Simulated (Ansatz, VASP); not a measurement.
# B5N: VASP beside Ansatz

The input INCAR:

```
PREC = Accurate ; ENCUT = 520
EDIFF = 1E-6 ; ISMEAR = 0
SIGMA = 0.1 ; LREAL = False
LASPH = True ; NELM = 100
ALGO = Normal ; ISIF = 2
LWAVE = False ; LCHARG = False
GGA = PE ; NBANDS = 19
```

Contents of KPOINTS:

```
regular mesh
0
Gamma
  6 6 6
```

File POSCAR:

```
B5N
1.0
    0.0000000000      2.9075085300      2.9075085300
    2.9075085300      0.0000000000      2.9075085300
    2.9075085300      2.9075085300      0.0000000000
B N
5 1
Direct
    0.6247520300      0.1257439000      0.6247520300
    0.2500000000      0.2500000000      0.2500000000
    0.1257439000      0.6247520300      0.6247520300
    0.6247520300      0.6247520300      0.6247520300
    0.6247520300      0.6247520300      0.1257439000
    0.0000000000      0.0000000000      0.0000000000
```

Input for Ansatz:

```yaml
crystal:
  lattice:
    - [0.0, 2.90750853, 2.90750853]
    - [2.90750853, 0.0, 2.90750853]
    - [2.90750853, 2.90750853, 0.0]
  atoms:
    - { symbol: B, position: [0.62475203, 0.1257439, 0.62475203] }
    - { symbol: B, position: [0.25, 0.25, 0.25] }
    - { symbol: B, position: [0.1257439, 0.62475203, 0.62475203] }
    - { symbol: B, position: [0.62475203, 0.62475203, 0.62475203] }
    - { symbol: B, position: [0.62475203, 0.62475203, 0.1257439] }
    - { symbol: "N", position: [0.0, 0.0, 0.0] }
basis:
  ecutwfc: 420
kpoints:
  mp_grid: { grid: [6, 6, 6] }
hamiltonian:
  xc: pbe
scf:
  occupations: { method: gaussian, width: 0.1 }
  lower_state_search: "off"
output:
  forces: true
  stress: true
  eigenvalues: true
```

Change from the starting cell: species swapped into the Be5Au type (F-43m, No. 216).

Alike in both runs: task single point; functional PBE; k mesh 6 × 6 × 6; occupations gaussian, width 0.1 eV; no spin polarisation.

```csv
,VASP,Ansatz
version,VASP 6.6.1,Ansatz 0.2.0
potentials or method,"VASP PAW PBE potentials, release 64 (B, N), cutoff 520 eV","scalar-relativistic, plane waves, PAW"
valence electrons in the cell,20,20
```

|  | VASP | Ansatz | Ansatz less VASP |
| --- | --- | --- | --- |
| gap on the k mesh at the Fermi level (eV) | none | none | - |
| rms of the force components (eV/Å) | 0.016 | 0.016 | +0.0002 |

Atom by atom the forces differ by 0.000 eV/Å (rms over components). A gap of «none» marks a metal or a gap that the smearing closes.
